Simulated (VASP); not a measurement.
A run of VASP 6.6.1 is set up as follows.

File INCAR:

```
PREC     = Accurate       # precision mode
ENCUT    = 520            # plane-wave cutoff, eV
EDIFF    = 1E-6           # SCF threshold, eV
ISMEAR   = 0              # smearing method
SIGMA    = 0.05           # smearing width, eV
LREAL    = F              # projectors in reciprocal space
LASPH    = T              # aspherical terms in the spheres
NELM     = 80             # most SCF steps
ALGO     = Normal         # electronic algorithm
ISIF     = 2              # what is computed and relaxed
LWAVE    = F              # write WAVECAR
LCHARG   = T              # write CHGCAR
GGA      = PS             # functional
LELF     = T              # ELF
LVHAR    = T            
NBANDS   = 26             # bands
```

KPOINTS

```
Automatic mesh
0
Gamma
  12 12 4
```

POSCAR

```
SiC
1.0
    3.0062000000      0.0000000000      0.0000000000
   -1.5031000000      2.6034455689      0.0000000000
    0.0000000000      0.0000000000     10.3445000000
Si C
4 4
Direct
    0.6666666667      0.3333333333      0.9378278494
    0.3333333333      0.6666666667      0.4378278494
    0.0000000000      0.0000000000      0.6878973398
    0.0000000000      0.0000000000      0.1878973398
    0.6666666667      0.3333333333      0.7498191768
    0.3333333333      0.6666666667      0.2498191768
    0.0000000000      0.0000000000      0.5004546340
    0.0000000000      0.0000000000      0.0004546340
```

Potentials or basis: VASP PAW PBE potentials, release 64 (Si, C).

Command:

```bash
$ cat potpaw_PBE.64/Si/POTCAR potpaw_PBE.64/C/POTCAR > POTCAR
$ mpirun -np 1 vasp_std > vasp.out
```

Q: Estimate the pressure.

A: 6.1 GPa.

Q: Predict the largest force.

A: 0.476 eV/Å.

Q: Estimate the band gap on the k mesh.

A: 1.85 eV, indirect (least direct gap 3.13 eV).

Stress tensor (GPa, compression positive):
```
 15.51   0.00   0.00
  0.00  15.51   0.00
  0.00   0.00 -12.76
```

Caveat: the PAW data sets were made with another functional, which shifts forces and pressure a little. A k mesh can miss the band edges.
